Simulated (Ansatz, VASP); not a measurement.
**Two plane-wave programs on Al**

The input POSCAR:

```
Al
1.0
    0.0000000000      1.9632606000      1.9632606000
    1.9632606000      0.0000000000      1.9632606000
    1.9632606000      1.9632606000      0.0000000000
Al
1
Direct
    0.0000000000      0.0000000000      0.0000000000
```

File INCAR.step1:

```
ALGO = Normal
EDIFF = 1E-4
ENCUT = 520
GGA = PE
ISMEAR = 0
LASPH = T
LCHARG = F
LREAL = F
LWAVE = T
NBANDS = 8
NELM = 80
PREC = Accurate
SIGMA = 0.15
```

Contents of INCAR.step2:

```
ALGO = Normal
EDIFF = 1E-6
ENCUT = 520
ISIF = 2
ISMEAR = 0
ISTART = 1
LASPH = T
LCHARG = F
LMIXTAU = T
LREAL = F
LWAVE = F
METAGGA = R2SCAN
NBANDS = 8
NELM = 80
PREC = Accurate
SIGMA = 0.15
```

The input KPOINTS:

```
k-points
0
Gamma
  20 20 20
```

Input for Ansatz:

```yaml
crystal:
  lattice:
    - [0.0, 1.9632606, 1.9632606]
    - [1.9632606, 0.0, 1.9632606]
    - [1.9632606, 1.9632606, 0.0]
  atoms:
    - { symbol: Al, position: [0.0, 0.0, 0.0] }
basis:
  ecutwfc: 500
kpoints:
  mp_grid: { grid: [20, 20, 20] }
hamiltonian:
  xc: r2scan
scf:
  occupations: { method: gaussian, width: 0.15 }
output:
  forces: true
  stress: true
  eigenvalues: true
```

Change from the starting cell: strain -0.030 along x and y, -0.030 along z, atoms carried along.

Alike in both runs: task single point; functional r2SCAN; k mesh 20 × 20 × 20; occupations gaussian, width 0.15 eV; no spin polarisation.

|  | VASP | Ansatz |
| --- | --- | --- |
| version | VASP 6.6.1 | Ansatz 0.2.0 |
| potentials or method | VASP PAW PBE potentials, release 64 (Al), cutoff 520 eV | scalar-relativistic, plane waves, PAW |
| valence electrons in the cell | 3 | 3 |

VASP gave:

| Quantity | Value |
| --- | --- |
| gap on the k mesh at the Fermi level (eV) | none |
| pressure (GPa) | 4.8 |

**Question.** Which values does Ansatz return?

**Answer.** gap on the k mesh at the Fermi level (eV): none; pressure (GPa): 5.2.

VASP's potentials were made for PBE, not for r2SCAN. A gap of «none» marks a metal or a gap that the smearing closes. The functional is the same, so the differences come from potentials, cutoffs and numerics.
